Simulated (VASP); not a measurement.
A run of VASP 6.6.1 is set up as follows.

INCAR

```
SYSTEM = Al2Pt
PREC = Accurate
ENCUT = 600
EDIFF = 1E-7
ISMEAR = 0
SIGMA = 0.2
LREAL = .False.
LASPH = .True.
NELM = 60
ALGO = Normal
ISIF = 3
LWAVE = .False.
LCHARG = .False.
GGA = PE
IBRION = 2
NSW = 36
EDIFFG = -0.08
```

File KPOINTS:

```
Automatic mesh
0
Gamma
  7 7 3
  0 0 0
```

Contents of POSCAR:

```
Al2Pt
1.0
    3.0551269300      0.0000000000      0.0000000000
   -1.5275634700      2.6458175300      0.0000000000
    0.0000000000      0.0000000000      6.8957371200
Al Pt
2 1
Direct
    0.0000000000      0.0000000000      0.6404878800
    0.0000000000      0.0000000000      0.3595121200
    0.0000000000      0.0000000000      0.0000000000
```

Potentials or basis: VASP PAW PBE potentials, release 64 (Al, Pt).

The run is started by

```bash
$ cat potpaw_PBE.64/Al/POTCAR potpaw_PBE.64/Pt/POTCAR > POTCAR
$ mpirun -np 1 vasp_std > vasp.out
```

Problem. Predict the band gap on the k mesh.

Solution. Zero (band 8 reaches 8.16 eV, above the bottom of band 9 at 6.59 eV).

Problem. What does it give for the space group after relaxing (to 0.05 Å)?

Solution. P6/mmm (No. 191).

Problem. What does it give for the relaxed volume?

Solution. 17.77 Å³/atom.

Problem. What does it give for the relaxed cell?

Solution. a = 2.741 Å, b = 2.741 Å, c = 8.190 Å, α = 90.00°, β = 90.00°, γ = 120.00°.

The path:
```csv
step,energy change (eV),largest force (eV/Å),pressure (GPa),volume (Å³)
1,0.0000,9.9909,8.66,55.74
2,-2.5498,0.1127,-6.90,62.16
3,-2.5501,0.1123,-6.88,62.17
4,-2.6579,0.5720,5.53,54.67
5,-2.7006,0.4126,0.35,57.02
6,-2.7134,0.2216,-0.13,57.08
7,-2.7140,0.1743,-0.28,57.09
8,-2.7233,0.1696,-0.45,56.84
9,-2.7500,0.1487,-0.84,56.09
10,-2.7873,0.0251,-1.43,54.55
11,-2.7874,0.0647,-1.57,53.98
12,-2.7887,0.0122,-1.50,54.29
13,-2.7920,0.0136,0.74,52.85
14,-2.7929,0.0064,-0.01,53.30
```

Caveat: spin-orbit coupling is left out, which moves the levels of the heavy elements; the relaxation stopped at a loose force limit of 0.08 eV/Å, so its end isn't a converged minimum.
